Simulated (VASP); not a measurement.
# AlRu: relaxation of cell and atoms with LDA

AlRu:

```xyz
2
Lattice="2.9916 0.0000 0.0000 0.0000 2.9916 0.0000 0.0000 0.0000 2.9916" Properties=species:S:1:pos:R:3 pbc="T T T"
Ru    1.4958    1.4958    1.4958
Al    0.0000    0.0000    0.0000
```

| Item | Value |
| --- | --- |
| Program | VASP 6.6.1 |
| Task | relaxation of cell and atoms |
| Functional | LDA |
| Potentials or basis | VASP PAW LDA potentials, release 64 (Ru_pv, Al) |
| Cutoff | 600 eV |
| k mesh | 9 × 9 × 9 |
| Occupations | fermi-dirac, width 0.05 eV |
| Spin | no spin polarisation |
| Dipole correction | no |
| Further INCAR settings | ALGO = Normal; EDIFF = 1e-06; IBRION = 2; EDIFFG = -0.01; NSW = 60; ISIF = 3 |

```yaml
Relaxed_volume: 12.91 Å³/atom
Relaxed_cell: a = 2.956 Å, b = 2.956 Å, c = 2.956 Å, α = 90.00°, β = 90.00°, γ = 90.00°
Space_group_after_relaxing_to_0.05_Å: Pm-3m (No. 221)
Energy_gained_by_relaxing: 11.7 meV/atom
Ionic_steps: 4
Pressure_after_relaxing: 0.0 GPa
```

The path:
```tsv
step	energy change (eV)	largest force (eV/Å)	pressure (GPa)	volume (Å³)
1	0.0000	0.0000	-7.69	26.77
2	0.0443	0.0000	15.55	24.36
3	-0.0234	0.0000	-0.14	25.85
4	-0.0234	0.0000	0.00	25.83
```

Final structure:
```yaml
crystal:
  lattice:
    - [2.95598, 0.00000, 0.00000]
    - [0.00000, 2.95598, 0.00000]
    - [0.00000, 0.00000, 2.95598]
  atoms:
    - { symbol: Ru, position: [0.50000, 0.50000, 0.50000] }
    - { symbol: Al, position: [0.00000, 0.00000, 0.00000] }
```

Levels at points of the mesh, in eV from the Fermi level:
```csv
k point,band 5,band 6,band 7,band 8,band 9,band 10,band 11,band 12
"(0.00, 0.00, 0.00)",-3.72,-3.72,0.26,0.26,0.26,6.28,6.28,6.28
```

Wall time 9.6 s on 1 thread of Intel(R) Xeon(R) 6975P-C (Granite Rapids), on a shared host, peak memory 0.14 GiB.

LDA usually gives volumes a few per cent too small. Zero-point motion and thermal expansion aren't in these numbers.
